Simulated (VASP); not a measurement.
MgO, 2 atoms in the cell. It takes space group Fm-3m (No. 225, cubic). The conventional cell has a = 4.194 Å, b = 4.194 Å, c = 4.194 Å, α = 90.00°, β = 90.00°, γ = 90.00°. Within 2.8 Å of Mg (site symmetry m-3m) lie 6 O at 2.10 Å. Within 2.8 Å of O (site symmetry m-3m) lie 6 Mg at 2.10 Å. 

* Program: VASP 6.6.1
* Task: relaxation of cell and atoms
* Functional: PBEsol
* Potentials or basis: VASP PAW PBE potentials, release 64 (Mg, O)
* Cutoff: 600 eV
* k mesh: 11 × 11 × 11
* Occupations: fermi-dirac, width 0.05 eV
* Spin: no spin polarisation
* Target pressure: 10 GPa
* Dipole correction: no
* Further INCAR settings: ALGO = Normal; EDIFF = 1e-07; IBRION = 2; EDIFFG = -0.01; NSW = 60; ISIF = 3

Potentials or basis: VASP PAW PBE potentials, release 64 (Mg, O).

Run with:

```bash
$ cat potpaw_PBE.64/Mg/POTCAR potpaw_PBE.64/O/POTCAR > POTCAR
$ mpirun -np 1 vasp_std > vasp.out
```

Hardware: 1 thread of Intel(R) Xeon(R) Platinum 8559C (Emerald Rapids) (shared host).

Task: How long does it take, and how much memory?

Result: Run time: 11 s on 1 thread of Intel(R) Xeon(R) Platinum 8559C (Emerald Rapids) (shared host), peak memory 0.15 GiB. Counts: scf iterations 27, k points 56, ion steps 3.
